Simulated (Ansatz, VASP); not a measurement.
# InSe: VASP beside Ansatz

```xyz
8
Lattice="4.0500 0.0000 0.0000 -2.0250 3.5074 0.0000 0.0000 0.0000 16.9300" Properties=species:S:1:pos:R:3 pbc="T T T"
In    0.0000    2.3383    2.6580
In    0.0000    2.3383    5.8070
In    2.0250    1.1691   11.1230
In    2.0250    1.1691   14.2720
Se    0.0000    2.3383   10.1919
Se    0.0000    2.3383   15.2031
Se    2.0250    1.1691    1.7269
Se    2.0250    1.1691    6.7381
```

Alike in both runs: task single point; functional PBE; k mesh 12 × 12 × 2; occupations fermi-dirac, width 0.05 eV; no spin polarisation.

|  | VASP | Ansatz |
| --- | --- | --- |
| version | VASP 6.6.1 | Ansatz 0.2.0 |
| potentials or method | VASP PAW PBE potentials, release 64 (In_d, Se), cutoff 520 eV | all-electron (LAPW or listed datasets) |

Ansatz gave:

- pressure (GPa): 7.6
- traceless stress, the component that is largest in VASP (GPa): -5.74
- rms of the force components (eV/Å): 1.434

Problem. What did VASP give for the same quantities?

Solution. Pressure (GPa): 7.6; traceless stress, the component that is largest in VASP (GPa): -5.77; rms of the force components (eV/Å): 1.443.

Atom by atom the forces differ by 0.009 eV/Å (rms over components). Ansatz ran all-electron here, and VASP with PAW potentials.
